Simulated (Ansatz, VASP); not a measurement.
## One calculation of HF, two programs

The input INCAR:

```
  PREC = Accurate
  ENCUT = 520
  EDIFF = 1E-6
  ISMEAR = 0
  SIGMA = 0.01
  LREAL = F
  LASPH = T
  NELM = 60
  ALGO = Normal
  ISIF = 2
  LWAVE = F
  LCHARG = F
  GGA = PE
  IBRION = 2
  NSW = 60
  EDIFFG = -0.01
```

Contents of KPOINTS:

```
Automatic mesh
0
Gamma
  1 1 1
```

The input POSCAR:

```
HF
1.0
   11.0000000000      0.0000000000      0.0000000000
    0.0000000000     11.5000000000      0.0000000000
    0.0000000000      0.0000000000     12.0000000000
F H
1 1
Direct
    0.5000000000      0.5000000000      0.5389121250
    0.5000000000      0.5000000000      0.4610878750
```

Input for Ansatz:

```yaml
crystal:
  lattice:
    - [11.0, 0.0, 0.0]
    - [0.0, 11.5, 0.0]
    - [0.0, 0.0, 12.0]
  atoms:
    - { symbol: F, position: [0.5, 0.5, 0.538912125] }
    - { symbol: H, position: [0.5, 0.5, 0.461087875] }
scf:
  occupations: { method: fixed }
output:
  forces: true
  write_density: true
  write_potential: true
  elf: true
  volumetric_format: npy
hamiltonian:
  xc: pbe
kpoints:
  mp_grid: { grid: [1, 1, 1] }
relax:
  f_tol: 0.01
  max_steps: 40
```

Alike in both runs: task relaxation of the atoms; functional PBE; k mesh 1 × 1 × 1; no spin polarisation.

|  | VASP | Ansatz |
| --- | --- | --- |
| version | VASP 6.6.1 | Ansatz 0.2.0 |
| potentials or method | VASP PAW PBE potentials, release 64 (F, H) | scalar-relativistic, plane waves, PAW |
| plane-wave cutoff (eV) | 520 | 420 |
| occupations | gaussian, width 0.01 eV | fixed |
| valence electrons in the cell | 8 | 8 |

|  | VASP | Ansatz | Ansatz less VASP |
| --- | --- | --- | --- |
| gap on the k mesh at the Fermi level, each at its own relaxed structure (eV) | 8.50 | 8.56 | +0.063 |

Ansatz's warnings: xc potential rough in thin density.
